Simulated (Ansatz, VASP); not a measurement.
La: VASP beside Ansatz

```xyz
2
Lattice="3.7510 0.0000 0.0000 -1.8755 3.2485 0.0000 0.0000 0.0000 6.1266" Properties=species:S:1:pos:R:3 pbc="T T T"
La    0.0000    2.1656    4.5950
La    1.8755    1.0828    1.5317
```

Alike in both runs: functional PBE; k mesh 6 × 6 × 4; occupations gaussian, width 0.05 eV; no spin polarisation.

Ansatz relaxed the structure, and its values are those at the end. VASP's run is a single point on that final structure, the one shown.

|  | VASP | Ansatz |
| --- | --- | --- |
| version | VASP 6.6.1 | Ansatz 0.2.0 |
| potentials or method | VASP PAW PBE potentials, release 64 (La), cutoff 520 eV | scalar-relativistic, plane waves, PAW |
| valence electrons in the cell | 22 | 22 |

|  | VASP | Ansatz | Ansatz less VASP |
| --- | --- | --- | --- |
| gap on the k mesh at the Fermi level (eV) | none | none | - |
| pressure (GPa) | 0.3 | 0.3 | -0.08 |

A gap of «none» marks a metal or a gap that the smearing closes.

Spin-orbit coupling is off throughout.
